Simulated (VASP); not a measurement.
Runs of VASP 6.6.1 on Co. The structure is that of space group P6/mmm (No. 191), or close to it. The cells are those of the table. 

| task | cell | k mesh | cutoff (eV) | gap on the mesh (eV) | pressure (GPa) |
| --- | --- | --- | --- | --- | --- |
| relaxation of cell and atoms | relaxed from a = 3.970, b = 3.970, c = 2.434 Å, angles 90.0, 90.0, 120.0°, 3 atoms | 9 × 9 × 13 | 600 | none | -0.1 |
| single point | a = 4.083, b = 4.083, c = 2.504 Å, angles 90.0, 90.0, 120.0°, 3 atoms | 10 × 10 × 15 | 520 | none | -19.4 |
| single point | a = 4.034, b = 4.034, c = 2.474 Å, angles 90.0, 90.0, 120.0°, 3 atoms | 10 × 10 × 15 | 520 | none | (a) |
| single point | a = 3.984, b = 3.984, c = 2.443 Å, angles 90.0, 90.0, 120.0°, 3 atoms | 10 × 10 × 15 | 520 | none | -8.4 |
| single point | a = 3.932, b = 3.932, c = 2.411 Å, angles 90.0, 90.0, 120.0°, 3 atoms | 12 × 12 × 17 | 520 | none | -0.4 |
| single point | a = 3.932, b = 3.932, c = 2.411 Å, angles 90.0, 90.0, 120.0°, 3 atoms | 9 × 9 × 13 | 520 | none | -0.4 |

Alike in all rows: level revPBE; potentials or basis VASP PAW PBE potentials, release 64 (Co); no spin polarisation; smearing fermi-dirac 0.1 eV.

Problem. Estimate the missing entries.

Solution. (a) -14.5.

Caveats: the PAW data sets were made with another functional, which shifts forces and pressure a little; the run has no spin polarisation, though such a crystal can be magnetic.

A gap of «none» marks levels without a gap at the run's occupations.
